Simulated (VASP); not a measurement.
Here is a VASP 6.6.1 calculation.

Contents of INCAR:

```
SYSTEM = Na4Li7S2Cl7
  PREC = Accurate
  ENCUT = 520
  EDIFF = 1E-6
  ISMEAR = -1
  SIGMA = 0.112
  LREAL = Auto
  LASPH = .TRUE.
  NELM = 60
  ALGO = Normal
  ISIF = 2
  LWAVE = .FALSE.
  LCHARG = .FALSE.
  GGA = PE
  IVDW = 12
  ISYM = 0
  NBANDS = 71
```

KPOINTS

```
Automatic mesh
0
Gamma
  1 1 1
  0.25 0.25 0.25
```

File POSCAR:

```
Na4Li7S2Cl7
1.0
    7.4728680000      0.0415700000     -0.1084870000
    0.0415700000      7.3694800000     -0.0643420000
   -0.1084870000     -0.0643420000      7.5562280000
Na S Li Cl
4 2 7 7
Direct
    0.6800046642      0.4850888632      0.5220924056
   -0.0671204527      0.9838463822      0.7001964403
    0.5508383391      0.7563221051      0.8836681577
    0.9061158659      0.0345080044      0.0607423580
    0.5454515452      0.5318416609      0.1598629843
    0.0945731279      0.3408440000      0.1767344156
    0.9498414787      0.2129458992      0.4007406629
    0.3968421240      0.7995645714      0.2721681764
    0.2806891881      0.4778916196      0.3912838033
    0.8344212466      0.5371678500      0.1153308650
    0.3494275522      0.1909907455      0.1744767460
    0.1734940657      0.5492589310     -0.0672988866
    0.3168886743      0.0968074718      0.7988839257
    0.8656435689      0.7010694830      0.8264638503
    0.6103949736      0.1607288293      0.8823321019
   -0.0136156038      0.3161288504      0.6772596389
    0.6675366500      0.0748515186      0.3839524357
    0.2291545992      0.9239789713      0.0240201791
    0.3728795554      0.5362202822      0.6856524273
    0.2324659750      0.9288992524      0.4783512054
```

Potentials or basis: VASP PAW PBE potentials, release 64 (Na_pv, S, Li_sv, Cl).

The run is started by

```sh
$ cat potpaw_PBE.64/Na_pv/POTCAR potpaw_PBE.64/S/POTCAR potpaw_PBE.64/Li_sv/POTCAR potpaw_PBE.64/Cl/POTCAR > POTCAR
$ mpirun -np 1 vasp_std > vasp.out
```

(1) What does it give for the band gap on the k mesh?

(2) Predict the dispersion energy per atom.

(3) What does it give for the largest force?

Answers

(1) 3.76 eV.

(2) -0.203 eV.

(3) 1.682 eV/Å.

Caveat: the k points lie up to 0.85 Å⁻¹ apart.
